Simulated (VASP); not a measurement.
# TiN (Osbornite) (Fm-3m) in VASP: single point with PBE

Aim: the single point of TiN (Osbornite) with PBE.

Program: VASP 6.6.1. These are calculated values, not measurements. Logs are shortened: lines on timing, memory, paths and dates and some standing lists are left out, and cuts for length are marked.

### Step 1. The cell of the first run

It takes space group Fm-3m (No. 225, cubic). Conventional cell: a = 4.238 Å, b = 4.238 Å, c = 4.238 Å, α = 90.00°, β = 90.00°, γ = 90.00°. Within 2.8 Å of Ti (site symmetry m-3m) lie 6 N at 2.12 Å. Within 2.8 Å of N (site symmetry m-3m) lie 6 Ti at 2.12 Å.

### Step 2. Single point, PBE

File INCAR:

```
ALGO = Normal
EDIFF = 1E-6
ENCUT = 600
GGA = PE
GGA_COMPAT = False
ISIF = 2
ISMEAR = 1
LASPH = True
LCHARG = False
LREAL = False
LWAVE = False
NBANDS = 16
NELM = 120
PREC = Accurate
SIGMA = 0.1
```

File KPOINTS:

```
k-points
0
Gamma
  10 10 10
```

File POSCAR:

```
TiN
1.0
    0.0000000000      2.1190000000      2.1190000000
    2.1190000000      0.0000000000      2.1190000000
    2.1190000000      2.1190000000      0.0000000000
Ti N
1 1
Direct
    0.0000000000      0.0000000000      0.0000000000
    0.5000000000      0.5000000000      0.5000000000
```

Potentials or basis: VASP PAW PBE potentials, release 64 (Ti_sv, N).

Command:

```
> cat potpaw_PBE.64/Ti_sv/POTCAR potpaw_PBE.64/N/POTCAR > POTCAR
> mpirun -np 1 vasp_std > vasp.out
```

OUTCAR:

```text
EDIFF = 1E-6
   ENCUT = 600
   GGA = PE
   ISIF = 2
   ISMEAR = 1
   LASPH = True
   LREAL = False
   NELM = 120
   PREC = Accurate

 ion  position               nearest neighbor table
   1  0.000  0.000  0.000-   2 2.12   2 2.12   2 2.12   2 2.12   2 2.12   2 2.12
   2  0.500  0.500  0.500-   1 2.12   1 2.12   1 2.12   1 2.12   1 2.12   1 2.12

  LATTYP: Found a face centered cubic cell.
 ALAT       =     4.2380000000

  Lattice vectors:

 A1 = (   0.0000000000,   2.1190000000,   2.1190000000)
 A2 = (   2.1190000000,   0.0000000000,   2.1190000000)
 A3 = (   2.1190000000,   2.1190000000,   0.0000000000)

Analysis of symmetry for initial positions (statically):
=====================================================================
 Subroutine PRICEL returns:
 Original cell was already a primitive cell.

 Routine SETGRP: Setting up the symmetry group for a
 face centered cubic supercell.

 Subroutine GETGRP returns: Found 48 space group operations
 (whereof 48 operations were pure point group operations)
 out of a pool of 48 trial point group operations.

The static configuration has the point symmetry O_h .

Analysis of symmetry for dynamics (positions and initial velocities):
=====================================================================
 Subroutine PRICEL returns:
 Original cell was already a primitive cell.

 Routine SETGRP: Setting up the symmetry group for a
 face centered cubic supercell.

 Subroutine GETGRP returns: Found 48 space group operations
 (whereof 48 operations were pure point group operations)
 out of a pool of 48 trial point group operations.

The dynamic configuration has the point symmetry O_h .

 Subroutine INISYM returns: Found 48 space group operations
 (whereof 48 operations are pure point group operations),
 and found     1 'primitive' translations

----------------------------------------------------------------------------------------

                                     Primitive cell

  volume of cell :      19.0293

  direct lattice vectors                    reciprocal lattice vectors
     0.000000000  2.119000000  2.119000000    -0.235960359  0.235960359  0.235960359
     2.119000000  0.000000000  2.119000000     0.235960359 -0.235960359  0.235960359
     2.119000000  2.119000000  0.000000000     0.235960359  0.235960359 -0.235960359

  length of vectors
[... 74 lines left out ...]
   ISTART =      0    job   : 0-new  1-cont  2-samecut
   ICHARG =      2    charge: 1-file 2-atom 10-const
   ISPIN  =      1    spin polarized calculation?
   LNONCOLLINEAR =      F non collinear calculations
   LSORBIT =      F    spin-orbit coupling
   LASPH  =      T    aspherical Exc in radial PAW
   ENCUT  =  600.0 eV  44.10 Ry    6.64 a.u.   5.99  5.99  5.99*2*pi/ulx,y,z
   NELM   =    120;   NELMIN=  2; NELMDL= -5     # of ELM steps
   EDIFF  = 0.1E-05   stopping-criterion for ELM
   LREAL  =      F    real-space projection
   EDIFFG = 0.1E-04   stopping-criterion for IOM
   NSW    =      0    number of steps for IOM
   IBRION =     -1    ionic relax: 0-MD 1-quasi-New 2-CG
   NFREE  =      0    steps in history (QN), initial steepest desc. (CG)
   ISIF   =      2    stress and relaxation
   ISYM   =      2    0-nonsym 1-usesym 2-fastsym
   POTIM  = 0.5000    time-step for ionic-motion
   TEBEG  =    0.0;   TEEND  =   0.0 temperature during run
   PSTRESS=    0.0 pullay stress
   NELECT =      17.0000    total number of electrons
   NUPDOWN=      -1.0000    fix difference up-down
   EMIN   =  10.00;   EMAX   =-10.00  energy-range for DOS
   EFERMI =   0.00;   METHOD = LEGACY
   ISMEAR =     1;   SIGMA  =   0.10  broadening in eV -4-tet -1-fermi 0-gaus
   EFERMI_NEDOS =   21; number of points for ismear=-14 and -15
   IALGO  =     38    algorithm
   IMIX   =      4    mixing-type and parameters
     AMIX     =   0.40;   BMIX     =  1.00
     AMIX_MAG =   1.60;   BMIX_MAG =  1.00
  volume/ion in A,a.u.               =       9.51        64.21
  Fermi-wavevector in a.u.,A,eV,Ry     =   1.576704  2.979539 33.824024  2.485996
  Thomas-Fermi vector in A             =   2.677497
   LORBIT       =      0    0 simple, 1 ext, 2 COOP (PROOUT), +10 PAW based schemes
   GGA     = PE    functional components
   LHFCALC =     F    Hartree Fock is set to
   AEXX    =    0.0000 exact exchange contribution
   IVDW    =     0    specifies the selected vdW correction
   LEPSILON=     F    determine dielectric tensor
   LRPA    =     F    only Hartree local field effects (RPA)
 non-spin polarized calculation
 Methfessel and Paxton  Order N= 1 SIGMA  =   0.10
  energy-cutoff  :      600.00
  volume of cell :       19.03
 maximum number of plane-waves:       647
   NGX = 11   NGY = 11   NGZ = 11

 number of electron      17.0000002 magnetization

 Free energy of the ion-electron system (eV)
  ---------------------------------------------------
  ext. energy  EPLUGINS =         0.00000000
  ---------------------------------------------------
  free energy    TOTEN  =       -19.63888179 eV

  energy without entropy =      -19.63761732  energy(sigma->0) =      -19.63846030

 E-fermi :  11.6058     XC(G=0): -13.0345

 val. band max:       11.3473598438   @ k =   0.4000   0.2000   0.1000
 cond. band min:      11.6108185249   @ k =  -0.4000   0.3000   0.0000
 fundamental gap:      0.2634586811
 Fermi energy:        11.6058137465

 k-point     1 :       0.0000    0.0000    0.0000
  band No.  band energies     occupation
      1     -46.3748      2.00000
      2     -22.3534      2.00000
      3     -22.3534      2.00000
      4     -22.3534      2.00000
      5      -5.6379      2.00000
      6       9.4317      2.00000
[... 433 lines left out ...]
      3     -22.5293      2.00000
      4     -22.5102      2.00000
      5      -4.1341      2.00000
      6       5.0828      2.00000
[... 8 lines left out ...]
     15      24.8440      0.00000
     16      25.4260      0.00000

 [... further k-points ...]
[... 5 lines left out ...]
  --------------------------------------------------------------------------------------
  -------------------------------------------------------------------------------------
  Total        0.2415541      0.2415541      0.2415541      0.0000000     -0.0000000      0.0000000
  in kB       20.3377126     20.3377126     20.3377126      0.0000000     -0.0000000      0.0000000
  external PRESSURE =      20.3377126 kB  Pullay stress =       0.0000000 kB

 VOLUME and BASIS-vectors are now :
 -----------------------------------------------------------------------------
  energy-cutoff  :      600.00
  volume of cell :       19.03
      direct lattice vectors                 reciprocal lattice vectors
     0.000000000  2.119000000  2.119000000    -0.235960359  0.235960359  0.235960359
     2.119000000  0.000000000  2.119000000     0.235960359 -0.235960359  0.235960359
     2.119000000  2.119000000  0.000000000     0.235960359  0.235960359 -0.235960359

 POSITION                                       TOTAL-FORCE (eV/Angst)
 -----------------------------------------------------------------------------------
      0.00000      0.00000      0.00000         0.000000      0.000000      0.000000
      2.11900      2.11900      2.11900         0.000000      0.000000      0.000000
 -----------------------------------------------------------------------------------
    total drift:                                0.000000     -0.000000     -0.000000

  FREE ENERGIE OF THE ION-ELECTRON SYSTEM (eV)
  ---------------------------------------------------
  free  energy   TOTEN  =       -19.6388817856 eV

  energy  without entropy=      -19.6376173183  energy(sigma->0) =      -19.63846030
```

It took 42 s on 1 thread of AMD EPYC 7R13, shared host; peak memory 0.12 GiB.

Results:

| Property | Result |
| --- | --- |
| Free energy | -19.6389 eV |
| Pressure | 2.0 GPa |
